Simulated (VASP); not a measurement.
# Sr7CrO8 (Fm-3m) in VASP: single point with PBEsol+U

Aim: the single point of Sr7CrO8 with PBEsol+U.

Everything below comes from runs of VASP 6.6.1. Logs are shortened: lines on timing, memory, paths and dates and some standing lists are left out, and cuts for length are marked.

**1. The cell of the first run**

The structure is cubic, space group Fm-3m (No. 225). Conventional cell: a = 10.323 Å, b = 10.323 Å, c = 10.323 Å, α = 90.00°, β = 90.00°, γ = 90.00°. Cr (site symmetry m-3m) has 6 O at 2.53 Å within 3.3 Å. Within 3.4 Å of Sr (site symmetry mmm) lie 6 O at 2.58 Å. Within 3.5 Å of Sr (site symmetry m-3m) lie 6 O at 2.63 Å. O (site symmetry -43m) has 6 Sr at 2.58 Å within 3.4 Å. O (site symmetry 4mm) has 1 Cr at 2.53 Å and 5 Sr at 2.58 to 2.63 Å within 3.3 Å.

**2. Single point, PBEsol+U**

Contents of INCAR:

```
SYSTEM = Sr7CrO8
PREC     = Accurate       ! precision mode
ENCUT    = 520            ! plane-wave cutoff, eV
EDIFF    = 1E-6           ! SCF threshold, eV
ISMEAR   = 0              ! smearing method
SIGMA    = 0.05           ! smearing width, eV
LREAL    = Auto         
LASPH    = .TRUE.         ! aspherical terms in the spheres
NELM     = 150            ! most SCF steps
ALGO     = Normal         ! electronic algorithm
ISIF     = 2              ! what is computed and relaxed
LWAVE    = .FALSE.        ! write WAVECAR
LCHARG   = .FALSE.        ! write CHGCAR
LMAXMIX  = 4              ! l up to which the mixer works
LDAU     = .TRUE.         ! DFT+U
LDAUTYPE = 2            
LDAUL    = 2 -1 -1        ! shell
LDAUU    = 3 0 0          ! U, eV
LDAUJ    = 0 0 0        
LDAUPRINT= 1            
GGA      = PS             ! functional
NBANDS   = 79             ! bands
```

Contents of KPOINTS:

```
Automatic mesh
0
G
  3 3 3
  0 0 0
```

Contents of POSCAR:

```
Sr7CrO8
1.0
    0.0000000000      5.1613200000      5.1613200000
    5.1613200000      0.0000000000      5.1613200000
    5.1613200000      5.1613200000      0.0000000000
Cr Sr O
1 7 8
Direct
    1.0000000000      1.0000000000      1.0000000000
    1.0000000000      1.0000000000      0.5000000000
    0.0000000000      0.5000000000      0.0000000000
    0.0000000000      0.5000000000      0.5000000000
    0.5000000000      0.0000000000      0.0000000000
    0.5000000000      0.0000000000      0.5000000000
    0.5000000000      0.5000000000      0.0000000000
    0.5000000000      0.5000000000      0.5000000000
    0.2500000000      0.2500000000      0.2500000000
    0.2452790934      0.2452790934      0.7547209066
    0.2452790934      0.7547209066      0.2452790934
    0.2452790934      0.7547209066      0.7547209066
    0.7547209066      0.2452790934      0.2452790934
    0.7547209066      0.2452790934      0.7547209066
    0.7547209066      0.7547209066      0.2452790934
    0.7500000000      0.7500000000      0.7500000000
```

Potentials or basis: VASP PAW PBE potentials, release 64 (Cr_pv, Sr_sv, O).

Run with:

```console
> cat potpaw_PBE.64/Cr_pv/POTCAR potpaw_PBE.64/Sr_sv/POTCAR potpaw_PBE.64/O/POTCAR > POTCAR
> mpirun -np 1 vasp_std > vasp.out
```

OUTCAR:

```text
SYSTEM = Sr7CrO8
   PREC = Accurate
   ENCUT = 520
   EDIFF = 1E-6
   ISMEAR = 0
   LREAL = Auto
   LASPH = .TRUE.
   NELM = 150
   ISIF = 2
   GGA = PS

 ion  position               nearest neighbor table
   1  0.000  0.000  0.000-  10 2.53  11 2.53  12 2.53  13 2.53  14 2.53  15 2.53   2 3.65   3 3.65
                             5 3.65   2 3.65   4 3.65   6 3.65   3 3.65   4 3.65   7 3.65   5 3.65
   2  0.000  0.000  0.500-   9 2.58  16 2.58  12 2.58  13 2.58  14 2.58  11 2.58   1 3.65   4 3.65
                             6 3.65   1 3.65   3 3.65   5 3.65   3 3.65   4 3.65   8 3.65   5 3.65
   3  0.000  0.500  0.000-   9 2.58  16 2.58  12 2.58  13 2.58  15 2.58  10 2.58   1 3.65   4 3.65
                             7 3.65   2 3.65   4 3.65   8 3.65   1 3.65   2 3.65   5 3.65   5 3.65
   4  0.000  0.500  0.500-   9 2.58  16 2.58  11 2.58  14 2.58  15 2.58  10 2.58   2 3.65   3 3.65
                             8 3.65   1 3.65   3 3.65   7 3.65   1 3.65   2 3.65   6 3.65   6 3.65
   5  0.500  0.000  0.000-   9 2.58  16 2.58  11 2.58  14 2.58  15 2.58  10 2.58   1 3.65   6 3.65
                             7 3.65   2 3.65   6 3.65   8 3.65   3 3.65   7 3.65   8 3.65   1 3.65
   6  0.500  0.000  0.500-   9 2.58  16 2.58  12 2.58  13 2.58  15 2.58  10 2.58   2 3.65   5 3.65
                             8 3.65   1 3.65   5 3.65   7 3.65   4 3.65   7 3.65   8 3.65   1 3.65
   7  0.500  0.500  0.000-   9 2.58  16 2.58  12 2.58  13 2.58  14 2.58  11 2.58   3 3.65   5 3.65
                             8 3.65   4 3.65   6 3.65   8 3.65   1 3.65   5 3.65   6 3.65   1 3.65
   8  0.500  0.500  0.500-  10 2.63  11 2.63  12 2.63  13 2.63  14 2.63  15 2.63   4 3.65   6 3.65
                             7 3.65   3 3.65   5 3.65   7 3.65   2 3.65   5 3.65   6 3.65   2 3.65
   9  0.250  0.250  0.250-   2 2.58   3 2.58   4 2.58   5 2.58   6 2.58   7 2.58
  10  0.245  0.245  0.755-   1 2.53   3 2.58   4 2.58   5 2.58   6 2.58   8 2.63
  11  0.245  0.755  0.245-   1 2.53   2 2.58   4 2.58   5 2.58   7 2.58   8 2.63
  12  0.245  0.755  0.755-   1 2.53   2 2.58   3 2.58   6 2.58   7 2.58   8 2.63
  13  0.755  0.245  0.245-   1 2.53   2 2.58   3 2.58   6 2.58   7 2.58   8 2.63
  14  0.755  0.245  0.755-   1 2.53   2 2.58   4 2.58   5 2.58   7 2.58   8 2.63
  15  0.755  0.755  0.245-   1 2.53   3 2.58   4 2.58   5 2.58   6 2.58   8 2.63
  16  0.750  0.750  0.750-   2 2.58   3 2.58   4 2.58   5 2.58   6 2.58   7 2.58

  LATTYP: Found a face centered cubic cell.
 ALAT       =    10.3226400000

  Lattice vectors:

 A1 = (   0.0000000000,   5.1613200000,   5.1613200000)
 A2 = (   5.1613200000,   0.0000000000,   5.1613200000)
 A3 = (   5.1613200000,   5.1613200000,   0.0000000000)

Analysis of symmetry for initial positions (statically):
=====================================================================
 Subroutine PRICEL returns:
 Original cell was already a primitive cell.

 Routine SETGRP: Setting up the symmetry group for a
 face centered cubic supercell.

 Subroutine GETGRP returns: Found 48 space group operations
 (whereof 48 operations were pure point group operations)
 out of a pool of 48 trial point group operations.

The static configuration has the point symmetry O_h .

Analysis of symmetry for dynamics (positions and initial velocities):
=====================================================================
 Subroutine PRICEL returns:
 Original cell was already a primitive cell.

 Routine SETGRP: Setting up the symmetry group for a
 face centered cubic supercell.

 Subroutine GETGRP returns: Found 48 space group operations
 (whereof 48 operations were pure point group operations)
 out of a pool of 48 trial point group operations.

The dynamic configuration has the point symmetry O_h .

 Subroutine INISYM returns: Found 48 space group operations
 (whereof 48 operations are pure point group operations),
 and found     1 'primitive' translations

----------------------------------------------------------------------------------------

                                     Primitive cell

  volume of cell :     274.9871

  direct lattice vectors                    reciprocal lattice vectors
     0.000000000  5.161320000  5.161320000    -0.096874443  0.096874443  0.096874443
[... 98 lines left out ...]
   NFREE  =      0    steps in history (QN), initial steepest desc. (CG)
   ISIF   =      2    stress and relaxation
   ISYM   =      2    0-nonsym 1-usesym 2-fastsym
   POTIM  = 0.5000    time-step for ionic-motion
   TEBEG  =    0.0;   TEEND  =   0.0 temperature during run
   PSTRESS=    0.0 pullay stress
   NELECT =     130.0000    total number of electrons
   NUPDOWN=      -1.0000    fix difference up-down
   EMIN   =  10.00;   EMAX   =-10.00  energy-range for DOS
   EFERMI =   0.00;   METHOD = LEGACY
   ISMEAR =     0;   SIGMA  =   0.05  broadening in eV -4-tet -1-fermi 0-gaus
   EFERMI_NEDOS =   21; number of points for ismear=-14 and -15
   IALGO  =     38    algorithm
   IMIX   =      4    mixing-type and parameters
     AMIX     =   0.40;   BMIX     =  1.00
     AMIX_MAG =   1.60;   BMIX_MAG =  1.00
  volume/ion in A,a.u.               =      17.19       115.98
  Fermi-wavevector in a.u.,A,eV,Ry     =   1.275318  2.410002 22.129006  1.626436
  Thomas-Fermi vector in A             =   2.408037
   LORBIT       =      0    0 simple, 1 ext, 2 COOP (PROOUT), +10 PAW based schemes
 LDA+U is selected, type is set to LDAUTYPE =  2
   angular momentum for each species LDAUL =     2   -1   -1
   U (eV)           for each species LDAUU =   3.0  0.0  0.0
   J (eV)           for each species LDAUJ =   0.0  0.0  0.0
   GGA     = PS    functional components
   LHFCALC =     F    Hartree Fock is set to
   AEXX    =    0.0000 exact exchange contribution
   IVDW    =     0    specifies the selected vdW correction
   LEPSILON=     F    determine dielectric tensor
   LRPA    =     F    only Hartree local field effects (RPA)
 non-spin polarized calculation
 Gauss-broadening in eV      SIGMA  =   0.05
  energy-cutoff  :      520.00
  volume of cell :      274.99
 maximum number of plane-waves:      7423
 NGX is ok and might be reduce to    54
   NGX = 27   NGY = 27   NGZ = 27

atom =   1  type =  1  l = 2

 onsite density matrix

spin component  1

  0.6039  0.0000  0.0000  0.0000 -0.0000
  0.0000  0.6039  0.0000  0.0000  0.0000
  0.0000  0.0000  0.0882  0.0000  0.0000
  0.0000  0.0000  0.0000  0.6039 -0.0000
 -0.0000  0.0000  0.0000 -0.0000  0.0882

spin component  2

  0.6039  0.0000  0.0000  0.0000 -0.0000
  0.0000  0.6039  0.0000  0.0000  0.0000
  0.0000  0.0000  0.0882  0.0000  0.0000
  0.0000  0.0000  0.0000  0.6039 -0.0000
 -0.0000  0.0000  0.0000 -0.0000  0.0882

 occupancies and eigenvectors

  o =  0.0882  v =  0.0000 -0.0000  0.0003  0.0000 -1.0000  0.0000  0.0000  0.0000  0.0000  0.0000      0.0000  0.0000  0.0000  0.0000  0.0000  0.0000  0.0000  0.0000  0.0000  0.0000
  o =  0.0882  v =  0.0000  0.0000  0.0000  0.0000  0.0000  0.0000 -0.0000  0.0003  0.0000 -1.0000      0.0000  0.0000  0.0000  0.0000  0.0000  0.0000  0.0000  0.0000  0.0000  0.0000
  o =  0.0882  v =  0.0000  0.0000  0.0000  0.0000  0.0000  0.0000 -0.0000 -1.0000 -0.0000 -0.0003      0.0000  0.0000  0.0000  0.0000  0.0000  0.0000  0.0000  0.0000  0.0000  0.0000
  o =  0.0882  v =  0.0000 -0.0000 -1.0000 -0.0000 -0.0003  0.0000  0.0000  0.0000  0.0000  0.0000      0.0000  0.0000  0.0000  0.0000  0.0000  0.0000  0.0000  0.0000  0.0000  0.0000
  o =  0.6039  v =  0.0000  0.2354  0.0000 -0.9719  0.0000  0.0000  0.0000  0.0000  0.0000  0.0000      0.0000  0.0000  0.0000  0.0000  0.0000  0.0000  0.0000  0.0000  0.0000  0.0000
  o =  0.6039  v =  0.0000  0.0000  0.0000  0.0000  0.0000  0.0000  0.2354  0.0000 -0.9719  0.0000      0.0000  0.0000  0.0000  0.0000  0.0000  0.0000  0.0000  0.0000  0.0000  0.0000
  o =  0.6039  v =  0.0000 -0.9719  0.0000 -0.2354 -0.0000  0.0000  0.0000  0.0000  0.0000  0.0000      0.0000  0.0000  0.0000  0.0000  0.0000  0.0000  0.0000  0.0000  0.0000  0.0000
  o =  0.6039  v =  0.0000  0.0000  0.0000  0.0000  0.0000  0.0000 -0.9719  0.0000 -0.2354 -0.0000      0.0000  0.0000  0.0000  0.0000  0.0000  0.0000  0.0000  0.0000  0.0000  0.0000
  o =  0.6039  v =  1.0000  0.0000  0.0000  0.0000  0.0000  0.0000  0.0000  0.0000  0.0000  0.0000      0.0000  0.0000  0.0000  0.0000  0.0000  0.0000  0.0000  0.0000  0.0000  0.0000
  o =  0.6039  v =  0.0000  0.0000  0.0000  0.0000  0.0000  1.0000  0.0000  0.0000  0.0000  0.0000      0.0000  0.0000  0.0000  0.0000  0.0000  0.0000  0.0000  0.0000  0.0000  0.0000

 number of electron     130.0000013 magnetization

 Free energy of the ion-electron system (eV)
  ---------------------------------------------------
  ext. energy  EPLUGINS =         0.00000000
  ---------------------------------------------------
  free energy    TOTEN  =       -99.28446150 eV

  energy without entropy =      -99.23954429  energy(sigma->0) =      -99.26200290

 E-fermi :   2.9927     XC(G=0): -10.2012

 val. band max:        2.9470174147   @ k =  -0.3333   0.3333   0.0000
 cond. band min:       3.0039213579   @ k =  -0.3333   0.3333   0.0000
 fundamental gap:      0.0569039433
 Fermi energy:         2.9926558274

 k-point     1 :       0.0000    0.0000    0.0000
  band No.  band energies     occupation
      1     -39.8581      2.00000
      2     -39.8580      2.00000
      3     -39.8580      2.00000
      4     -31.4193      2.00000
      5     -30.7221      2.00000
      6     -30.6344      2.00000
[... 309 lines left out ...]
     76       7.4057      0.00000
     77       7.5905      0.00000
 [bands above 77 left out]

------------------------ aborting loop because EDIFF is reached ----------------------------------------

  FORCE on cell =-STRESS in cart. coord.  units (eV):
  Direction    XX          YY          ZZ          XY          YZ          ZX
  --------------------------------------------------------------------------------------
  -------------------------------------------------------------------------------------
  Total      -12.1311660    -12.1311660    -12.1311660     -0.0000000     -0.0000000      0.0000000
  in kB      -70.6806888    -70.6806888    -70.6806888     -0.0000000     -0.0000000      0.0000000
  external PRESSURE =     -70.6806888 kB  Pullay stress =       0.0000000 kB

 VOLUME and BASIS-vectors are now :
 -----------------------------------------------------------------------------
  energy-cutoff  :      520.00
  volume of cell :      274.99
      direct lattice vectors                 reciprocal lattice vectors
     0.000000000  5.161320000  5.161320000    -0.096874443  0.096874443  0.096874443
     5.161320000  0.000000000  5.161320000     0.096874443 -0.096874443  0.096874443
     5.161320000  5.161320000  0.000000000     0.096874443  0.096874443 -0.096874443

 POSITION                                       TOTAL-FORCE (eV/Angst)
 -----------------------------------------------------------------------------------
      0.00000      0.00000      0.00000         0.000000      0.000000      0.000000
      2.58066      2.58066      0.00000         0.000000      0.000000      0.000000
      2.58066      0.00000      2.58066         0.000000     -0.000000      0.000000
      5.16132      2.58066      2.58066         0.000000      0.000000      0.000000
      0.00000      2.58066      2.58066         0.000000      0.000000     -0.000000
      2.58066      5.16132      2.58066         0.000000      0.000000      0.000000
[... 8 lines left out ...]
      5.16132      5.16132      7.79071         0.000000      0.000000      0.346105
      7.74198      7.74198      7.74198         0.000000     -0.000000     -0.000000
 -----------------------------------------------------------------------------------
    total drift:                               -0.000000     -0.000000      0.000000

  FREE ENERGIE OF THE ION-ELECTRON SYSTEM (eV)
  ---------------------------------------------------
  free  energy   TOTEN  =       -99.2844614977 eV

  energy  without entropy=      -99.2395442949  energy(sigma->0) =      -99.26200290
```

Wall time 13 min (1 thread of Intel Xeon Platinum 8259CL at 2.50GHz (Skylake/Cascade Lake), shared host); peak memory 0.42 GiB.

What came out:

```
Free energy            : -99.2845 eV
Pressure               : -7.1 GPa
Largest force          : 0.346 eV/Å
Band gap on the k mesh : zero (bands 65 and 66 overlap by 0.21 eV)
```

Forces on the atoms (eV/Å):
```
Cr   0.000  0.000  0.000
Sr   0.000  0.000  0.000
Sr   0.000  0.000  0.000
Sr   0.000  0.000  0.000
Sr   0.000  0.000  0.000
Sr   0.000  0.000  0.000
Sr   0.000  0.000  0.000
Sr   0.000  0.000  0.000
O    0.000  0.000  0.000
O    0.000  0.000 -0.346
O    0.000 -0.346  0.000
O    0.346  0.000  0.000
O   -0.346  0.000  0.000
O    0.000  0.346  0.000
O    0.000  0.000  0.346
O    0.000  0.000  0.000
```

Eigenvalues of the final occupation matrices:
```csv
site,spin,trace,eigenvalues
site 1 d,1,1.99,0.09 0.09 0.60 0.60 0.60
site 1 d,2,1.99,0.09 0.09 0.60 0.60 0.60
```

Caveat: the cell stands under tension; the PAW data sets were made with another functional, which shifts forces and pressure a little; the run has no spin polarisation, though such a crystal can be magnetic; U without spin polarisation on a metal has little footing.

The gap in the log of VASP goes by the Fermi energy; the results here count the filled bands.